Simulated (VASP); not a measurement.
# P: single point with PBE+D3(BJ)

P, a slab with vacuum:

```
P
1.0
     3.29619    0.00000    0.00000
     0.00000    4.43916    0.00000
     0.00000    0.00000   21.74620
P
8
Direct
  0.50000 0.91750 0.20693
  0.00000 0.58250 0.20693
  0.50000 0.08250 0.30456
  0.00000 0.41750 0.30456
  0.50000 0.58250 0.47517
  0.00000 0.91750 0.47517
  0.50000 0.41750 0.57280
  0.00000 0.08250 0.57280
```

| Quantity | Value |
| --- | --- |
| Program | VASP 6.6.1 |
| Task | single point |
| Functional | PBE |
| Dispersion | D3(BJ) |
| Potentials or basis | VASP PAW PBE potentials, release 64 (P) |
| Cutoff | 520 eV |
| k mesh | 8 × 6 × 1 |
| Occupations | gaussian, width 0.05 eV |
| Spin | no spin polarisation |

| Quantity | Value |
| --- | --- |
| Largest force | 0.076 eV/Å |
| Band gap on the k mesh | 0.44 eV, direct |
| Dispersion energy per atom | -0.285 eV |

Forces in eV/Å, atoms in the order of the input:
```
P    0.000 -0.030  0.049
P    0.000  0.030  0.049
P    0.000  0.011  0.075
P    0.000 -0.011  0.075
P    0.000  0.011 -0.075
P    0.000 -0.011 -0.075
P    0.000 -0.030 -0.049
P    0.000  0.030 -0.049
```

Levels at points of the mesh, in eV from the valence-band top:
```csv
k point,band 16,band 17,band 18,band 19,band 20,band 21,band 22,band 23,band 24,band 25
"(0.00, 0.00, 0.00)",-1.95,-1.91,-1.87,-0.36,0.00,0.44,0.91,1.37,1.44,2.53
"(0.50, 0.00, 0.00)",-2.91,-2.33,-2.33,-2.10,-2.10,1.09,1.09,1.15,1.15,1.75
"(0.00, 0.50, 0.00)",-2.72,-1.25,-1.25,-1.15,-1.15,1.91,1.91,1.96,1.96,3.15
"(0.50, 0.50, 0.00)",-5.02,-1.51,-1.51,-1.51,-1.51,2.25,2.25,2.25,2.25,4.10
```

Run time: 7.4 min on 1 thread of AMD EPYC 7R43 64-Core Processor (Zen 3) (shared host), peak memory 0.4 GiB.
